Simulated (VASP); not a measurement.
# ZnCu (R3m) in VASP: further runs

The runs below take ZnCu through single point, with LDA.

All numbers are computed with VASP 6.6.1; they aren't measurements. Logs are shortened: lines on timing, memory, paths and dates and some standing lists are left out, and cuts for length are marked.

## (1) The cell of the first run

The structure is trigonal, space group R3m (No. 160). The conventional cell has a = 4.165 Å, b = 4.165 Å, c = 5.101 Å, α = 90.00°, β = 90.00°, γ = 120.00°. Within 3.3 Å of Zn (site symmetry 3m) lie 8 Cu at 2.48 to 2.63 Å and 6 Zn at 2.94 Å. Within 3.3 Å of Cu (site symmetry 3m) lie 8 Zn at 2.48 to 2.63 Å and 6 Cu at 2.94 Å.

## (2) Single point, LDA

INCAR

```
PREC     = Accurate       # precision mode
ENCUT    = 520            # plane-wave cutoff, eV
EDIFF    = 1E-6           # SCF threshold, eV
ISMEAR   = 0              # smearing method
SIGMA    = 0.15           # smearing width, eV
LREAL    = F              # projectors in reciprocal space
LASPH    = T              # aspherical terms in the spheres
NELM     = 100            # most SCF steps
ALGO     = Fast           # electronic algorithm
ISIF     = 2              # what is computed and relaxed
LWAVE    = F              # write WAVECAR
LCHARG   = T              # write CHGCAR
LELF     = T              # ELF
LVHAR    = T            
NBANDS   = 18             # bands
```

KPOINTS

```
Automatic mesh
0
Gamma
  16 16 16
```

POSCAR

```
ZnCu
1.0
    2.9450000000      0.0000000000      0.0000000000
    0.0000000000      2.9450000000      0.0000000000
    0.0000000000      0.0000000000      2.9450000000
Zn Cu
1 1
Direct
    0.4852966824      0.4852966824      0.4852966824
    0.0000000000      0.0000000000      0.0000000000
```

Potentials or basis: VASP PAW LDA potentials, release 64 (Zn, Cu).

Run with:

```
$ cat potpaw_LDA.64/Zn/POTCAR potpaw_LDA.64/Cu/POTCAR > POTCAR
$ mpirun -np 1 vasp_std > vasp.out
```

OUTCAR:

```text
PREC = Accurate
   ENCUT = 520
   EDIFF = 1E-6
   ISMEAR = 0
   LREAL = F
   LASPH = T
   NELM = 100
   ISIF = 2

 ion  position               nearest neighbor table
   1  0.485  0.485  0.485-   2 2.48   2 2.53   2 2.53   2 2.53   2 2.58   2 2.58   2 2.58   2 2.63

   2  0.000  0.000  0.000-   1 2.48   1 2.53   1 2.53   1 2.53   1 2.58   1 2.58   1 2.58   1 2.63

  LATTYP: Found a simple cubic cell.
 ALAT       =     2.9450000000

  Lattice vectors:

 A1 = (   2.9450000000,   0.0000000000,   0.0000000000)
 A2 = (   0.0000000000,   2.9450000000,   0.0000000000)
 A3 = (   0.0000000000,   0.0000000000,   2.9450000000)

Analysis of symmetry for initial positions (statically):
=====================================================================
 Subroutine PRICEL returns:
 Original cell was already a primitive cell.

 Routine SETGRP: Setting up the symmetry group for a
 simple cubic supercell.

 Subroutine GETGRP returns: Found  6 space group operations
 (whereof  6 operations were pure point group operations)
 out of a pool of 48 trial point group operations.

The static configuration has the point symmetry C_3v.

Analysis of symmetry for dynamics (positions and initial velocities):
=====================================================================
 Subroutine PRICEL returns:
 Original cell was already a primitive cell.

 Routine SETGRP: Setting up the symmetry group for a
 simple cubic supercell.

 Subroutine GETGRP returns: Found  6 space group operations
 (whereof  6 operations were pure point group operations)
 out of a pool of 48 trial point group operations.

The dynamic configuration has the point symmetry C_3v.

 Subroutine INISYM returns: Found  6 space group operations
 (whereof  6 operations are pure point group operations),
 and found     1 'primitive' translations

----------------------------------------------------------------------------------------

                                     Primitive cell

  volume of cell :      25.5421

  direct lattice vectors                    reciprocal lattice vectors
     2.945000000  0.000000000  0.000000000     0.339558574  0.000000000  0.000000000
     0.000000000  2.945000000  0.000000000     0.000000000  0.339558574  0.000000000
     0.000000000  0.000000000  2.945000000     0.000000000  0.000000000  0.339558574

  length of vectors
     2.945000000  2.945000000  2.945000000     0.339558574  0.339558574  0.339558574

  position of ions in fractional coordinates (direct lattice)
     0.485296682  0.485296682  0.485296682
     0.000000000  0.000000000  0.000000000

  ion indices of the primitive-cell ions
   primitive index   ion index
                 1           1
                 2           2

----------------------------------------------------------------------------------------

 KPOINTS: Automatic mesh

Automatic generation of k-mesh.
 Grid dimensions read from file:
 generate k-points for:   16   16   16

 Generating k-lattice:

  Cartesian coordinates                     Fractional coordinates (reciprocal lattice)
     0.021222411  0.000000000  0.000000000     0.062500000  0.000000000  0.000000000
     0.000000000  0.021222411  0.000000000     0.000000000  0.062500000  0.000000000
     0.000000000  0.000000000  0.021222411     0.000000000  0.000000000  0.062500000

  Length of vectors
     0.021222411  0.021222411  0.021222411

  Shift w.r.t. Gamma in fractional coordinates (k-lattice)
     0.000000000  0.000000000  0.000000000

 Subroutine IBZKPT returns following result:
 ===========================================

 Found    417 irreducible k-points:

 Following reciprocal coordinates:
            Coordinates               Weight
  0.000000  0.000000  0.000000      1.000000
  0.062500  0.000000  0.000000      6.000000
  0.125000  0.000000  0.000000      6.000000
  0.187500  0.000000  0.000000      6.000000
  0.250000  0.000000  0.000000      6.000000
  0.312500  0.000000  0.000000      6.000000
[... 16 lines left out ...]
 -0.062500  0.437500  0.000000     12.000000
  0.500000  0.062500  0.000000     12.000000
 [... further k-points ...]
   k-points           NKPTS =    417   k-points in BZ     NKDIM =    417   number of bands    NBANDS=     18
   number of dos      NEDOS =    301   number of ions     NIONS =      2
   total plane-waves  NPLWV =  13824
   dimension x,y,z NGX =    24 NGY =   24 NGZ =   24
   dimension x,y,z NGXF=    48 NGYF=   48 NGZF=   48
   ions per type =               1   1
   NGX,Y,Z   is equivalent  to a cutoff of  13.55, 13.55, 13.55 a.u.
   NGXF,Y,Z  is equivalent  to a cutoff of  27.10, 27.10, 27.10 a.u.
 SYSTEM =  unknown system
   PREC   = accura    normal or accurate (medium, high low for compatibility)
   ISTART =      0    job   : 0-new  1-cont  2-samecut
   ICHARG =      2    charge: 1-file 2-atom 10-const
   ISPIN  =      1    spin polarized calculation?
   LNONCOLLINEAR =      F non collinear calculations
   LSORBIT =      F    spin-orbit coupling
   LASPH  =      T    aspherical Exc in radial PAW
   ENCUT  =  520.0 eV  38.22 Ry    6.18 a.u.   5.48  5.48  5.48*2*pi/ulx,y,z
   NELM   =    100;   NELMIN=  2; NELMDL= -5     # of ELM steps
   EDIFF  = 0.1E-05   stopping-criterion for ELM
   LREAL  =      F    real-space projection
   EDIFFG = 0.1E-04   stopping-criterion for IOM
   NSW    =      0    number of steps for IOM
   IBRION =     -1    ionic relax: 0-MD 1-quasi-New 2-CG
   NFREE  =      0    steps in history (QN), initial steepest desc. (CG)
   ISIF   =      2    stress and relaxation
   ISYM   =      2    0-nonsym 1-usesym 2-fastsym
   POTIM  = 0.5000    time-step for ionic-motion
   TEBEG  =    0.0;   TEEND  =   0.0 temperature during run
   PSTRESS=    0.0 pullay stress
   NELECT =      23.0000    total number of electrons
   NUPDOWN=      -1.0000    fix difference up-down
   EMIN   =  10.00;   EMAX   =-10.00  energy-range for DOS
   EFERMI =   0.00;   METHOD = LEGACY
   ISMEAR =     0;   SIGMA  =   0.15  broadening in eV -4-tet -1-fermi 0-gaus
   EFERMI_NEDOS =   21; number of points for ismear=-14 and -15
   IALGO  =     68    algorithm
   IMIX   =      4    mixing-type and parameters
     AMIX     =   0.40;   BMIX     =  1.00
     AMIX_MAG =   1.60;   BMIX_MAG =  1.00
  volume/ion in A,a.u.               =      12.77        86.18
  Fermi-wavevector in a.u.,A,eV,Ry     =   1.580880  2.987429 34.003415  2.499180
  Thomas-Fermi vector in A             =   2.681040
   LORBIT       =      0    0 simple, 1 ext, 2 COOP (PROOUT), +10 PAW based schemes
   GGA     = CA    functional components
   LHFCALC =     F    Hartree Fock is set to
   AEXX    =    0.0000 exact exchange contribution
   IVDW    =     0    specifies the selected vdW correction
   LEPSILON=     F    determine dielectric tensor
   LRPA    =     F    only Hartree local field effects (RPA)
 non-spin polarized calculation
 RMM-DIIS sequential band-by-band and
 Gauss-broadening in eV      SIGMA  =   0.15
  energy-cutoff  :      520.00
  volume of cell :       25.54
 maximum number of plane-waves:       715
 NGX is ok and might be reduce to    24
   NGX = 11   NGY = 11   NGZ = 11

 number of electron      23.0000007 magnetization

 Free energy of the ion-electron system (eV)
  ---------------------------------------------------
  ext. energy  EPLUGINS =         0.00000000
  ---------------------------------------------------
  free energy    TOTEN  =        -6.73156758 eV

  energy without entropy =       -6.72484094  energy(sigma->0) =       -6.72820426

 E-fermi :   5.2922     XC(G=0): -12.7592

 val. band max:        5.2887541720   @ k =   0.4375   0.4375   0.3125
 cond. band min:       5.2932065475   @ k =  -0.4375   0.4375   0.3125
 fundamental gap:      0.0044523755
 Fermi energy:         5.2921942859

 k-point     1 :       0.0000    0.0000    0.0000
  band No.  band energies     occupation
      1      -5.0314      2.00000
      2      -2.6048      2.00000
      3      -2.6048      2.00000
      4      -1.9255      2.00000
      5      -1.9184      2.00000
      6      -1.9184      2.00000
[... 10 lines left out ...]
     17      17.3911      0.00000
     18      28.8622      0.00000

 k-point     2 :       0.0625    0.0000    0.0000
  band No.  band energies     occupation
      1      -4.9606      2.00000
      2      -2.5968      2.00000
      3      -2.5894      2.00000
      4      -1.9302      2.00000
      5      -1.9248      2.00000
      6      -1.9168      2.00000
[... 10 lines left out ...]
     17      17.9044      0.00000
     18      27.9913      0.00000

 k-point     3 :       0.1250    0.0000    0.0000
  band No.  band energies     occupation
      1      -4.7501      2.00000
      2      -2.5738      2.00000
      3      -2.5442      2.00000
      4      -1.9474      2.00000
      5      -1.9428      2.00000
      6      -1.9087      2.00000
[... 10 lines left out ...]
     17      19.6206      0.00000
     18      26.5578      0.00000

 k-point     4 :       0.1875    0.0000    0.0000
  band No.  band energies     occupation
      1      -4.4062      2.00000
      2      -2.5391      2.00000
      3      -2.4709      2.00000
      4      -1.9737      2.00000
      5      -1.9697      2.00000
      6      -1.8957      2.00000
[... 10 lines left out ...]
     17      21.8215      0.00000
     18      24.8921      0.00000

 k-point     5 :       0.2500    0.0000    0.0000
  band No.  band energies     occupation
      1      -3.9448      2.00000
      2      -2.4975      2.00000
      3      -2.3674      2.00000
      4      -2.0047      2.00000
      5      -2.0014      2.00000
      6      -1.8801      2.00000
[... 10 lines left out ...]
     17      23.1620      0.00000
     18      23.2748      0.00000

 k-point     6 :       0.3125    0.0000    0.0000
  band No.  band energies     occupation
      1      -3.4095      2.00000
      2      -2.4551      2.00000
      3      -2.2093      2.00000
      4      -2.0351      2.00000
      5      -2.0330      2.00000
      6      -1.8645      2.00000
[... 10 lines left out ...]
     17      21.5598      0.00000
     18      21.5826      0.00000

 k-point     7 :       0.3750    0.0000    0.0000
  band No.  band energies     occupation
      1      -2.9288      2.00000
      2      -2.4186      2.00000
      3      -2.0636      2.00000
      4      -2.0598      2.00000
      5      -1.8932      2.00000
      6      -1.8511      2.00000
[... 10 lines left out ...]
     17      20.0739      0.00000
     18      20.1514      0.00000

 k-point     8 :       0.4375    0.0000    0.0000
  band No.  band energies     occupation
      1      -2.6736      2.00000
      2      -2.3938      2.00000
      3      -2.0801      2.00000
      4      -2.0777      2.00000
      5      -1.8421      2.00000
      6      -1.3116      2.00000
[... 10 lines left out ...]
     17      18.7835      0.00000
     18      19.2138      0.00000
[... 229 lines left out ...]
     17      20.1169      0.00000
     18      21.6251      0.00000

 k-point    20 :       0.3750    0.0625    0.0000
  band No.  band energies     occupation
      1      -2.8903      2.00000
      2      -2.4091      2.00000
      3      -2.1350      2.00000
      4      -2.0644      2.00000
      5      -1.8637      2.00000
      6      -1.7948      2.00000
[... 10 lines left out ...]
     17      19.5057      0.00000
     18      20.1411      0.00000

 k-point    21 :      -0.0625    0.3750    0.0000
  band No.  band energies     occupation
      1      -2.8907      2.00000
      2      -2.4092      2.00000
      3      -2.1356      2.00000
      4      -2.0649      2.00000
      5      -1.8634      2.00000
      6      -1.7941      2.00000
[... 10 lines left out ...]
     17      19.4075      0.00000
     18      20.1406      0.00000

 k-point    22 :       0.4375    0.0625    0.0000
  band No.  band energies     occupation
      1      -2.6451      2.00000
      2      -2.3840      2.00000
      3      -2.1364      2.00000
      4      -2.0824      2.00000
      5      -1.8560      2.00000
      6      -1.2171      2.00000
[... 10 lines left out ...]
     17      18.9870      0.00000
     18      20.0613      0.00000

 k-point    23 :      -0.0625    0.4375    0.0000
  band No.  band energies     occupation
      1      -2.6453      2.00000
      2      -2.3841      2.00000
      3      -2.1367      2.00000
      4      -2.0826      2.00000
      5      -1.8559      2.00000
      6      -1.2169      2.00000
[... 10 lines left out ...]
     17      18.9854      0.00000
     18      20.0302      0.00000

 k-point    24 :       0.5000    0.0625    0.0000
  band No.  band energies     occupation
      1      -2.5803      2.00000
      2      -2.3749      2.00000
      3      -2.1414      2.00000
      4      -2.0887      2.00000
      5      -1.8533      2.00000
      6      -0.7029      2.00000
[... 10 lines left out ...]
     17      19.2275      0.00000
     18      20.1783      0.00000

 [... further k-points ...]

------------------------ aborting loop because EDIFF is reached ----------------------------------------

  FORCE on cell =-STRESS in cart. coord.  units (eV):
  Direction    XX          YY          ZZ          XY          YZ          ZX
  --------------------------------------------------------------------------------------
  -------------------------------------------------------------------------------------
  Total       -1.3462747     -1.3462747     -1.3462747      0.0329360      0.0329360      0.0329360
  in kB      -84.4478027    -84.4478027    -84.4478027      2.0659782      2.0659782      2.0659782
  external PRESSURE =     -84.4478027 kB  Pullay stress =       0.0000000 kB

 VOLUME and BASIS-vectors are now :
 -----------------------------------------------------------------------------
  energy-cutoff  :      520.00
  volume of cell :       25.54
      direct lattice vectors                 reciprocal lattice vectors
     2.945000000  0.000000000  0.000000000     0.339558574  0.000000000  0.000000000
     0.000000000  2.945000000  0.000000000     0.000000000  0.339558574  0.000000000
     0.000000000  0.000000000  2.945000000     0.000000000  0.000000000  0.339558574

 POSITION                                       TOTAL-FORCE (eV/Angst)
 -----------------------------------------------------------------------------------
      1.42920      1.42920      1.42920         0.174905      0.174905      0.174905
      0.00000      0.00000      0.00000        -0.174905     -0.174905     -0.174905
 -----------------------------------------------------------------------------------
    total drift:                               -0.000533     -0.000533     -0.000533

  FREE ENERGIE OF THE ION-ELECTRON SYSTEM (eV)
  ---------------------------------------------------
  free  energy   TOTEN  =        -6.7315675787 eV

  energy  without entropy=       -6.7248409360  energy(sigma->0) =       -6.72820426
```

It took 4.4 min on 1 thread of Intel Xeon 8259CL, shared host; peak memory 0.3 GiB.

Results:

```yaml
Free_energy: -6.7316 eV
Pressure: -8.4 GPa
Largest_force: 0.303 eV/Å
Band_gap_on_the_k_mesh: zero (an odd number of electrons rules out a gap without spin polarisation)
```

Forces in eV/Å, atoms in the order of the input:
```
Zn   0.175  0.175  0.175
Cu  -0.175 -0.175 -0.175
```

Caveat: the cell differs from its parent crystal (all Zn atoms moved +0.075 Å, as atom 1 towards its neighbour atom 2 (Cu) at 2.550 Å); the cell stands under tension.

(Part 1 of 2 ends here.)
